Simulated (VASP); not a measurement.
Runs of VASP 6.6.1 on AlGaN. The structure is that of space group P4/mmm (No. 123), or close to it. The cells are those of the table. The cell was built from a structure type or drawn by symmetry, and may not be a known phase.

```tsv
task	spin	cell	k mesh	cutoff (eV)	gap on the mesh (eV)	pressure (GPa)	relaxed volume (Å³/atom)
single point	collinear, ferromagnetic start	a = 3.446, b = 3.446, c = 3.845 Å, 3 atoms	6 × 6 × 4	520	none	4.1	-
single point	off	a = 3.948, b = 3.948, c = 3.520 Å, 3 atoms	12 × 12 × 14	520	none	0.0	-
relaxation of cell and atoms	off	relaxed from a = 3.973, b = 3.973, c = 3.515 Å, 3 atoms	12 × 12 × 14	600	none	0.0	(a)
relaxation of cell and atoms	off	relaxed from a = 3.446, b = 3.446, c = 3.845 Å, 3 atoms	6 × 6 × 4	600	none	-0.1	18.41
single point	off	a = 3.446, b = 3.446, c = 3.845 Å, 3 atoms	6 × 6 × 4	520	none	4.1	-
```

Alike in all rows: level PBE; potentials or basis VASP PAW PBE potentials, release 64 (Al, Ga_d, N); smearing gaussian 0.1 eV.

Problem. Fill in the values left out.

Solution. (a) 18.23.

Caveats: some runs use coarse meshes; the volume moved by over 15 % at a fixed basis, so the end points are rough (at least some runs).

A k mesh can miss the band edges, and the runs leave out spin-orbit coupling on Ga.

A gap of «none» marks levels without a gap at the run's occupations.
